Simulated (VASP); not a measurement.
Wanted: the native input for a VASP 6.6.1 run.

```yaml
Task: single point
Functional: PBE
Potentials_or_basis: VASP PAW PBE potentials, release 64 (Si, Sn_d)
Cutoff: 520 eV
k_mesh: 4 × 4 × 4
Occupations: gaussian, width 0.1 eV
Spin: no spin polarisation
Dipole_correction: no
Further_INCAR_settings: ALGO = Normal; EDIFF = 1e-07; NBANDS = 38
```

The structure of SiSn4 lies in POSCAR:

```
SiSn4
1.0
    0.0000000000      4.3413715052      4.3413715052
    4.3413715052      0.0000000000      4.3413715052
    4.3413715052      4.3413715052      0.0000000000
Si Sn
1 4
Direct
    0.2500000000      0.2500000000      0.2500000000
    0.8750435773      0.8750435773      0.8750435773
    0.8750435773      0.8750435773      0.3748692680
    0.8750435773      0.3748692680      0.8750435773
    0.3748692680      0.8750435773      0.8750435773
```

The cell was built from a structure type or drawn by symmetry, and may not be a known phase.

The input as run:

INCAR

```
SYSTEM = SiSn4
PREC = Accurate ; ENCUT = 520
EDIFF = 1E-7 ; ISMEAR = 0
SIGMA = 0.1 ; LREAL = .FALSE.
LASPH = .TRUE. ; NELM = 100
ALGO = Normal ; ISIF = 2
LWAVE = .FALSE. ; LCHARG = .FALSE.
GGA = PE ; NBANDS = 38
```

KPOINTS

```
Automatic mesh
0
G
  4 4 4
  0 0 0
```

Potentials or basis: VASP PAW PBE potentials, release 64 (Si, Sn_d).

Launch:

```console
$ cat potpaw_PBE.64/Si/POTCAR potpaw_PBE.64/Sn_d/POTCAR > POTCAR
$ mpirun -np 1 vasp_std > vasp.out
```

It gave:

```json
{"Pressure": "-0.1 GPa", "Band gap on the k mesh": "zero (bands 30 and 31 overlap by 1.78 eV)"}
```

Caveat: spin-orbit coupling is left out, which moves the levels of the heavy elements.

It took 67 s on 1 thread of Intel(R) Xeon(R) Platinum 8488C (Sapphire Rapids), with other jobs on the host, peak memory 0.32 GiB.
